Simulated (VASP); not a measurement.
# Ge (Fmmm) in VASP: further runs

Runs on Ge. Level: PBEsol. Tasks: single point.

Everything below comes from runs of VASP 6.6.1. Logs are shortened: lines on timing, memory, paths and dates and some standing lists are left out, and cuts for length are marked.

## Step 1: The cell of the first run

Symmetry: Fmmm, No. 69, orthorhombic system. Conventional cell: a = 5.261 Å, b = 5.771 Å, c = 10.231 Å, α = 90.00°, β = 90.00°, γ = 90.00°. Within 3.4 Å of Ge (site symmetry m2m) lie 8 Ge at 2.61 to 3.17 Å. Within 3.6 Å of Ge (site symmetry mm2) lie 8 Ge at 2.71 to 3.17 Å.

## Step 2: Single point, PBEsol

Contents of INCAR:

```
SYSTEM = Ge
PREC = Accurate ; ENCUT = 520
EDIFF = 1E-6 ; ISMEAR = -1
SIGMA = 0.05 ; LREAL = .FALSE.
LASPH = .TRUE. ; NELM = 60
ALGO = Normal ; ISIF = 2
LWAVE = .FALSE. ; LCHARG = .FALSE.
GGA = PS ; NBANDS = 36
```

Contents of KPOINTS:

```
regular mesh
0
G
  7 7 7
  0 0 0
```

Contents of POSCAR:

```
Ge
1.0
    0.0000000000      2.8857400000      5.1156650000
    2.6304970000      0.0000000000      5.1156650000
    2.6304970000      2.8857400000      0.0000000000
Ge
4
Direct
    0.7264900000      0.2735100000      0.7264900000
    0.2735100000      0.7264900000      0.2735100000
    0.2181330000      0.2181330000      0.7818670000
    0.7818670000      0.7818670000      0.2181330000
```

Potentials or basis: VASP PAW PBE potentials, release 64 (Ge_d).

Launch:

```console
$ cat potpaw_PBE.64/Ge_d/POTCAR > POTCAR
$ mpirun -np 1 vasp_std > vasp.out
```

OUTCAR:

```text
SYSTEM = Ge
   PREC = Accurate
   ENCUT = 520
   EDIFF = 1E-6
   ISMEAR = -1
   LREAL = .FALSE.
   LASPH = .TRUE.
   NELM = 60
   ISIF = 2
   GGA = PS

 ion  position               nearest neighbor table
   1  0.726  0.274  0.726-   2 2.61   2 2.64   2 2.64   3 2.73   4 2.73
   2  0.274  0.726  0.274-   1 2.61   1 2.64   1 2.64   3 2.73   4 2.73
   3  0.218  0.218  0.782-   4 2.71   4 2.71   1 2.73   2 2.73
   4  0.782  0.782  0.218-   3 2.71   3 2.71   1 2.73   2 2.73

  LATTYP: Found a face centered orthorhombic cell.
 ALAT       =     5.2609940000
 B/A-ratio  =     1.0970322338
 C/A-ratio  =     1.9447522654

  Lattice vectors:

 A1 = (   0.0000000000,   2.8857400000,   5.1156650000)
 A2 = (   2.6304970000,   0.0000000000,   5.1156650000)
 A3 = (   2.6304970000,   2.8857400000,   0.0000000000)

Analysis of symmetry for initial positions (statically):
=====================================================================
 Subroutine PRICEL returns:
 Original cell was already a primitive cell.

 Routine SETGRP: Setting up the symmetry group for a
 face centered orthorhombic supercell.

 Subroutine GETGRP returns: Found  8 space group operations
 (whereof  8 operations were pure point group operations)
 out of a pool of  8 trial point group operations.

The static configuration has the point symmetry D_2h.

Analysis of symmetry for dynamics (positions and initial velocities):
=====================================================================
 Subroutine PRICEL returns:
 Original cell was already a primitive cell.

 Routine SETGRP: Setting up the symmetry group for a
 face centered orthorhombic supercell.

 Subroutine GETGRP returns: Found  8 space group operations
 (whereof  8 operations were pure point group operations)
 out of a pool of  8 trial point group operations.

The dynamic configuration has the point symmetry D_2h.

 Subroutine INISYM returns: Found  8 space group operations
 (whereof  8 operations are pure point group operations),
 and found     1 'primitive' translations

----------------------------------------------------------------------------------------

                                     Primitive cell

  volume of cell :      77.6653

  direct lattice vectors                    reciprocal lattice vectors
     0.000000000  2.885740000  5.115665000    -0.190078149  0.173265783  0.097739004
     2.630497000  0.000000000  5.115665000     0.190078149 -0.173265783  0.097739004
     2.630497000  2.885740000  0.000000000     0.190078149  0.173265783 -0.097739004

  length of vectors
     5.873459265  5.752351072  3.904741965     0.275142957  0.275142957  0.275142957

  position of ions in fractional coordinates (direct lattice)
     0.726490000  0.273510000  0.726490000
     0.273510000  0.726490000  0.273510000
     0.218133000  0.218133000  0.781867000
     0.781867000  0.781867000  0.218133000

  ion indices of the primitive-cell ions
   primitive index   ion index
                 1           1
                 2           2
                 3           3
                 4           4

----------------------------------------------------------------------------------------

 KPOINTS: regular mesh

Automatic generation of k-mesh.
 Grid dimensions read from file:
 generate k-points for:    7    7    7

 Generating k-lattice:

  Cartesian coordinates                     Fractional coordinates (reciprocal lattice)
    -0.027154021  0.024752255  0.013962715     0.142857143 -0.000000000 -0.000000000
     0.027154021 -0.024752255  0.013962715     0.000000000  0.142857143  0.000000000
     0.027154021  0.024752255 -0.013962715     0.000000000  0.000000000  0.142857143

  Length of vectors
     0.039306137  0.039306137  0.039306137

  Shift w.r.t. Gamma in fractional coordinates (k-lattice)
     0.000000000  0.000000000  0.000000000

 Subroutine IBZKPT returns following result:
 ===========================================

 Found     64 irreducible k-points:

 Following reciprocal coordinates:
            Coordinates               Weight
  0.000000  0.000000  0.000000      1.000000
  0.142857  0.000000  0.000000      8.000000
  0.285714  0.000000  0.000000      8.000000
  0.428571  0.000000  0.000000      8.000000
  0.142857  0.142857  0.000000      2.000000
  0.285714  0.142857  0.000000      8.000000
[... 16 lines left out ...]
  0.000000  0.142857  0.142857      2.000000
  0.285714  0.142857  0.142857      4.000000
 [... further k-points ...]
   k-points           NKPTS =     64   k-points in BZ     NKDIM =     64   number of bands    NBANDS=     36
   number of dos      NEDOS =    301   number of ions     NIONS =      4
   total plane-waves  NPLWV =  69120
   dimension x,y,z NGX =    48 NGY =   48 NGZ =   30
   dimension x,y,z NGXF=    96 NGYF=   96 NGZF=   60
   ions per type =               4
   NGX,Y,Z   is equivalent  to a cutoff of  13.59, 13.87, 12.77 a.u.
   NGXF,Y,Z  is equivalent  to a cutoff of  27.17, 27.74, 25.55 a.u.
 SYSTEM =  Ge
   PREC   = accura    normal or accurate (medium, high low for compatibility)
   ISTART =      0    job   : 0-new  1-cont  2-samecut
   ICHARG =      2    charge: 1-file 2-atom 10-const
   ISPIN  =      1    spin polarized calculation?
   LNONCOLLINEAR =      F non collinear calculations
   LSORBIT =      F    spin-orbit coupling
   LASPH  =      T    aspherical Exc in radial PAW
   ENCUT  =  520.0 eV  38.22 Ry    6.18 a.u.  10.92 10.70  7.26*2*pi/ulx,y,z
   NELM   =     60;   NELMIN=  2; NELMDL= -5     # of ELM steps
   EDIFF  = 0.1E-05   stopping-criterion for ELM
   LREAL  =      F    real-space projection
   EDIFFG = 0.1E-04   stopping-criterion for IOM
   NSW    =      0    number of steps for IOM
   IBRION =     -1    ionic relax: 0-MD 1-quasi-New 2-CG
   NFREE  =      0    steps in history (QN), initial steepest desc. (CG)
   ISIF   =      2    stress and relaxation
   ISYM   =      2    0-nonsym 1-usesym 2-fastsym
   POTIM  = 0.5000    time-step for ionic-motion
   TEBEG  =    0.0;   TEEND  =   0.0 temperature during run
   PSTRESS=    0.0 pullay stress
   NELECT =      56.0000    total number of electrons
   NUPDOWN=      -1.0000    fix difference up-down
   EMIN   =  10.00;   EMAX   =-10.00  energy-range for DOS
   EFERMI =   0.00;   METHOD = LEGACY
   ISMEAR =    -1;   SIGMA  =   0.05  broadening in eV -4-tet -1-fermi 0-gaus
   EFERMI_NEDOS =   21; number of points for ismear=-14 and -15
   IALGO  =     38    algorithm
   IMIX   =      4    mixing-type and parameters
     AMIX     =   0.40;   BMIX     =  1.00
     AMIX_MAG =   1.60;   BMIX_MAG =  1.00
  volume/ion in A,a.u.               =      19.42       131.03
  Fermi-wavevector in a.u.,A,eV,Ry     =   1.468008  2.774133 29.321208  2.155048
  Thomas-Fermi vector in A             =   2.583557
   LORBIT       =      0    0 simple, 1 ext, 2 COOP (PROOUT), +10 PAW based schemes
   GGA     = PS    functional components
   LHFCALC =     F    Hartree Fock is set to
   AEXX    =    0.0000 exact exchange contribution
   IVDW    =     0    specifies the selected vdW correction
   LEPSILON=     F    determine dielectric tensor
   LRPA    =     F    only Hartree local field effects (RPA)
 non-spin polarized calculation
  energy-cutoff  :      520.00
  volume of cell :       77.67
 maximum number of plane-waves:      2111
 NGX is ok and might be reduce to    48
   NGX = 21   NGY = 21   NGZ = 15

 number of electron      55.9999999 magnetization

 Free energy of the ion-electron system (eV)
  ---------------------------------------------------
  ext. energy  EPLUGINS =         0.00000000
  ---------------------------------------------------
  free energy    TOTEN  =       -19.02592585 eV

  energy without entropy =      -19.01340531  energy(sigma->0) =      -19.01966558

 E-fermi :   6.1324     XC(G=0): -11.2297

 val. band max:        6.0824370718   @ k =   0.2857   0.1429   0.0000
 cond. band min:       6.1391431194   @ k =  -0.2857   0.1429  -0.0000
 fundamental gap:      0.0567060476
 Fermi energy:         6.1323811496

 k-point     1 :       0.0000    0.0000    0.0000
  band No.  band energies     occupation
      1     -18.5089      2.00000
      2     -18.4602      2.00000
      3     -18.4251      2.00000
      4     -18.4149      2.00000
      5     -18.4133      2.00000
      6     -18.4083      2.00000
[... 28 lines left out ...]
     35      13.3615      0.00000
     36      13.5383      0.00000

 k-point     2 :       0.1429    0.0000    0.0000
  band No.  band energies     occupation
      1     -18.4968      2.00000
      2     -18.4541      2.00000
      3     -18.4258      2.00000
      4     -18.4138      2.00000
      5     -18.4074      2.00000
      6     -18.4071      2.00000
[... 28 lines left out ...]
     35      12.7989      0.00000
     36      13.2814      0.00000

 k-point     3 :       0.2857    0.0000    0.0000
  band No.  band energies     occupation
      1     -18.4635      2.00000
      2     -18.4370      2.00000
      3     -18.4298      2.00000
      4     -18.4171      2.00000
      5     -18.4004      2.00000
      6     -18.3930      2.00000
[... 28 lines left out ...]
     35      12.8244      0.00000
     36      13.0169      0.00000

 k-point     4 :       0.4286    0.0000    0.0000
  band No.  band energies     occupation
      1     -18.4338      2.00000
      2     -18.4260      2.00000
      3     -18.4172      2.00000
      4     -18.4081      2.00000
      5     -18.3945      2.00000
      6     -18.3779      2.00000
[... 28 lines left out ...]
     35      12.5191      0.00000
     36      12.7254      0.00000

 k-point     5 :       0.1429    0.1429    0.0000
  band No.  band energies     occupation
      1     -18.5074      2.00000
      2     -18.4595      2.00000
      3     -18.4201      2.00000
      4     -18.4136      2.00000
      5     -18.4107      2.00000
      6     -18.4100      2.00000
[... 655 lines left out ...]
 k-point    22 :      -0.1429    0.0000    0.1429
  band No.  band energies     occupation
      1     -18.4768      2.00000
      2     -18.4495      2.00000
      3     -18.4252      2.00000
      4     -18.4126      2.00000
      5     -18.4052      2.00000
      6     -18.4006      2.00000
[... 28 lines left out ...]
     35      11.9749      0.00000
     36      12.7086      0.00000

 k-point    23 :       0.0000    0.1429    0.1429
  band No.  band energies     occupation
      1     -18.4778      2.00000
      2     -18.4504      2.00000
      3     -18.4312      2.00000
      4     -18.4119      2.00000
      5     -18.4081      2.00000
      6     -18.4058      2.00000
[... 28 lines left out ...]
     35      12.2175      0.00000
     36      13.4587      0.00000

 k-point    24 :       0.2857    0.1429    0.1429
  band No.  band energies     occupation
      1     -18.4973      2.00000
      2     -18.4445      2.00000
      3     -18.4272      2.00000
      4     -18.4179      2.00000
      5     -18.4072      2.00000
      6     -18.4001      2.00000
[... 28 lines left out ...]
     35      12.7210      0.00000
     36      13.5114      0.00000

 [... further k-points ...]
[... 5 lines left out ...]
  --------------------------------------------------------------------------------------
  -------------------------------------------------------------------------------------
  Total       -2.0376305     -1.5548962     -1.7599364      0.0000000      0.0000000      0.0000000
  in kB      -42.0347938    -32.0763447    -36.3061705      0.0000000      0.0000000      0.0000000
  external PRESSURE =     -36.8057697 kB  Pullay stress =       0.0000000 kB

 VOLUME and BASIS-vectors are now :
 -----------------------------------------------------------------------------
  energy-cutoff  :      520.00
  volume of cell :       77.67
      direct lattice vectors                 reciprocal lattice vectors
     0.000000000  2.885740000  5.115665000    -0.190078149  0.173265783  0.097739004
     2.630497000  0.000000000  5.115665000     0.190078149 -0.173265783  0.097739004
     2.630497000  2.885740000  0.000000000     0.190078149  0.173265783 -0.097739004

 POSITION                                       TOTAL-FORCE (eV/Angst)
 -----------------------------------------------------------------------------------
      2.63050      4.19292      5.11566         0.000000     -0.040888      0.000000
      2.63050      1.57856      5.11566         0.000000      0.040888      0.000000
      2.63050      2.88574      2.23179         0.000000      0.000000      0.041685
      2.63050      2.88574      7.99954         0.000000      0.000000     -0.041685
 -----------------------------------------------------------------------------------
    total drift:                                0.000000      0.000000      0.000000

  FREE ENERGIE OF THE ION-ELECTRON SYSTEM (eV)
  ---------------------------------------------------
  free  energy   TOTEN  =       -19.0259258451 eV

  energy  without entropy=      -19.0134053131  energy(sigma->0) =      -19.01966558
```

Run time: 90 s. Hardware: 1 thread of Intel Xeon Platinum 8481C at 2.70GHz (Sapphire Rapids), shared host; peak memory 0.32 GiB.

What came out:

| Item | Value |
| --- | --- |
| Free energy | -19.0259 eV |
| Pressure | -3.7 GPa |
| Largest force | 0.042 eV/Å |
| Band gap on the k mesh | zero (band 28 reaches 7.22 eV, above the bottom of band 29 at 4.51 eV) |

Forces on the atoms (eV/Å):
```
Ge   0.000 -0.041  0.000
Ge   0.000  0.041  0.000
Ge   0.000  0.000  0.042
Ge   0.000  0.000 -0.042
```

Caveat: the PAW data sets were made with another functional, which shifts forces and pressure a little.

## Step 3: Single point, PBEsol

Contents of INCAR:

```
ALGO = Normal
EDIFF = 1E-6
ENCUT = 520
GGA = PS
ISIF = 2
ISMEAR = -1
LASPH = True
LCHARG = False
LREAL = False
LWAVE = False
NBANDS = 36
NELM = 60
PREC = Accurate
SIGMA = 0.05
```

Contents of KPOINTS:

```
k-points
0
Gamma
  7 7 7
```

POSCAR is that of step 2.

Potentials or basis: VASP PAW PBE potentials, release 64 (Ge_d).

Launch:

```console
$ cat potpaw_PBE.64/Ge_d/POTCAR > POTCAR
$ mpirun -np 1 vasp_std > vasp.out
```

OUTCAR:

```text
EDIFF = 1E-6
   ENCUT = 520
   GGA = PS
   ISIF = 2
   ISMEAR = -1
   LASPH = True
   LREAL = False
   NELM = 60
   PREC = Accurate

 ion  position               nearest neighbor table
   1  0.726  0.274  0.726-   2 2.61   2 2.64   2 2.64   3 2.73   4 2.73
   2  0.274  0.726  0.274-   1 2.61   1 2.64   1 2.64   3 2.73   4 2.73
   3  0.218  0.218  0.782-   4 2.71   4 2.71   1 2.73   2 2.73
   4  0.782  0.782  0.218-   3 2.71   3 2.71   1 2.73   2 2.73

  LATTYP: Found a face centered orthorhombic cell.
[... 1129 lines left out ...]
     36      13.5114      0.00000

 [... further k-points ...]
[... 5 lines left out ...]
  --------------------------------------------------------------------------------------
  -------------------------------------------------------------------------------------
  Total       -2.0376305     -1.5548962     -1.7599364      0.0000000      0.0000000      0.0000000
  in kB      -42.0347938    -32.0763447    -36.3061705      0.0000000      0.0000000      0.0000000
  external PRESSURE =     -36.8057697 kB  Pullay stress =       0.0000000 kB

 VOLUME and BASIS-vectors are now :
 -----------------------------------------------------------------------------
  energy-cutoff  :      520.00
  volume of cell :       77.67
      direct lattice vectors                 reciprocal lattice vectors
     0.000000000  2.885740000  5.115665000    -0.190078149  0.173265783  0.097739004
     2.630497000  0.000000000  5.115665000     0.190078149 -0.173265783  0.097739004
     2.630497000  2.885740000  0.000000000     0.190078149  0.173265783 -0.097739004

 POSITION                                       TOTAL-FORCE (eV/Angst)
 -----------------------------------------------------------------------------------
      2.63050      4.19292      5.11566         0.000000     -0.040888      0.000000
      2.63050      1.57856      5.11566         0.000000      0.040888      0.000000
      2.63050      2.88574      2.23179         0.000000      0.000000      0.041685
      2.63050      2.88574      7.99954         0.000000      0.000000     -0.041685
 -----------------------------------------------------------------------------------
    total drift:                                0.000000      0.000000      0.000000

  FREE ENERGIE OF THE ION-ELECTRON SYSTEM (eV)
  ---------------------------------------------------
  free  energy   TOTEN  =       -19.0259258451 eV

  energy  without entropy=      -19.0134053131  energy(sigma->0) =      -19.01966558
```

OSZICAR:

```text
N       E                     dE             d eps       ncg     rms          rms(c)
DAV:   1     0.465682615140E+03    0.46568E+03   -0.27426E+04  5384   0.445E+03
DAV:   2     0.608535772543E+02   -0.40483E+03   -0.39476E+03  4608   0.779E+02
DAV:   3    -0.148880491574E+02   -0.75742E+02   -0.74654E+02  4972   0.201E+02
DAV:   4    -0.190324961926E+02   -0.41444E+01   -0.41070E+01  5428   0.542E+01
DAV:   5    -0.191145595617E+02   -0.82063E-01   -0.82033E-01  5180   0.855E+00    0.293E+00
DAV:   6    -0.190474391855E+02    0.67120E-01   -0.83516E-02  6424   0.621E+00    0.160E+00
DAV:   7    -0.190272209800E+02    0.20218E-01   -0.93378E-02  5852   0.524E+00    0.244E-01
DAV:   8    -0.190260277394E+02    0.11932E-02   -0.14001E-02  5256   0.385E+00    0.112E-01
DAV:   9    -0.190258083157E+02    0.21942E-03   -0.31202E-03  6292   0.157E+00    0.369E-02
DAV:  10    -0.190259314363E+02   -0.12312E-03   -0.12727E-03  5004   0.552E-01    0.209E-02
DAV:  11    -0.190259241797E+02    0.72566E-05   -0.17487E-04  5896   0.653E-01    0.982E-03
DAV:  12    -0.190259256880E+02   -0.15083E-05   -0.31205E-05  7112   0.123E-01    0.226E-03
DAV:  13    -0.190259258451E+02   -0.15715E-06   -0.18493E-06  3488   0.997E-02
   1 F= -.19025926E+02 E0= -.19019666E+02  d E =-.125205E-01
```

stdout:

```text
POSCAR found type information on POSCAR Ge
 POSCAR found :  1 types and       4 ions
 scaLAPACK will be used
 -----------------------------------------------------------------------------
|                                                                             |
|                                                                             |
|     You enforced a specific xc type in the INCAR file but a different       |
|     I HOPE YOU KNOW WHAT YOU ARE DOING!                                     |
|                                                                             |
 -----------------------------------------------------------------------------

 LDA part: xc-table for (Slater+PW92), standard interpolation
 POSCAR, INCAR and KPOINTS ok, starting setup
 FFT: planning ... GRIDC
 FFT: planning ... GRID_SOFT
 FFT: planning ... GRID
 WAVECAR not read
 entering main loop
```

It took 94 s on 1 thread of Intel Xeon Platinum 8481C at 2.70GHz (Sapphire Rapids), shared host; peak memory 0.32 GiB.

What came out:

* Free energy: -19.0259 eV
* Pressure: -3.7 GPa
* Largest force: 0.042 eV/Å
* Band gap on the k mesh: zero (band 28 reaches 7.22 eV, above the bottom of band 29 at 4.51 eV)

Forces on the atoms (eV/Å):
```
Ge   0.000 -0.041  0.000
Ge   0.000  0.041  0.000
Ge   0.000  0.000  0.042
Ge   0.000  0.000 -0.042
```

Caveat: the PAW data sets were made with another functional, which shifts forces and pressure a little.
